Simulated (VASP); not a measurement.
Write the native input for VASP 6.6.1 that does the following.

| Property | Result |
| --- | --- |
| Task | single point |
| Functional | PBE |
| Potentials or basis | VASP PAW PBE potentials, release 64 (Cr_pv, Ru_pv) |
| Cutoff | 520 eV |
| k mesh | 6 × 6 × 6 |
| Occupations | gaussian, width 0.1 eV |
| Spin | collinear spin, ferromagnetic start |
| Starting moments | [0.22, 0.0, 0.0, 0.0] μB |
| Dipole correction | no |
| Further INCAR settings | ALGO = Normal; EDIFF = 1e-07; NBANDS = 39 |

The structure of CrRu3 lies in POSCAR:

```
CrRu3
1.0
    3.7702205288      0.0000000000      0.0000000000
    0.0000000000      3.7702205288      0.0000000000
    0.0000000000      0.0000000000      3.7702205288
Cr Ru
1 3
Direct
    0.0000000000      0.0000000000      0.0000000000
    0.0000000000      0.5000000000      0.5000000000
    0.5000000000      0.0000000000      0.5000000000
    0.5000000000      0.5000000000      0.0000000000
```

One way to write it, as run:

INCAR

```
SYSTEM = CrRu3
PREC = Accurate ; ENCUT = 520
EDIFF = 1E-7 ; ISMEAR = 0
SIGMA = 0.1 ; LREAL = .FALSE.
LASPH = .TRUE. ; NELM = 150
ALGO = Normal ; ISIF = 2
LWAVE = .FALSE. ; LCHARG = .FALSE.
ISPIN = 2 ; MAGMOM = 0.22 0 0 0
LORBIT = 11 ; LMAXMIX = 4
GGA = PE ; NBANDS = 39
```

KPOINTS

```
Automatic mesh
0
G
  6 6 6
  0 0 0
```

Potentials or basis: VASP PAW PBE potentials, release 64 (Cr_pv, Ru_pv).

Command:

```console
$ cat potpaw_PBE.64/Cr_pv/POTCAR potpaw_PBE.64/Ru_pv/POTCAR > POTCAR
$ mpirun -np 1 vasp_std > vasp.out
```

It gave:

- Pressure: -0.5 GPa
- Band gap on the k mesh: zero (filled and empty bands overlap)
- Net moment: 0.00 μB per cell
- Valence electrons inside the program's atomic spheres: Cr 10.82; Ru 12.68

Wall time 52 s on 1 thread of Intel(R) Xeon(R) Platinum 8559C (Emerald Rapids), on a shared host, peak memory 0.21 GiB.
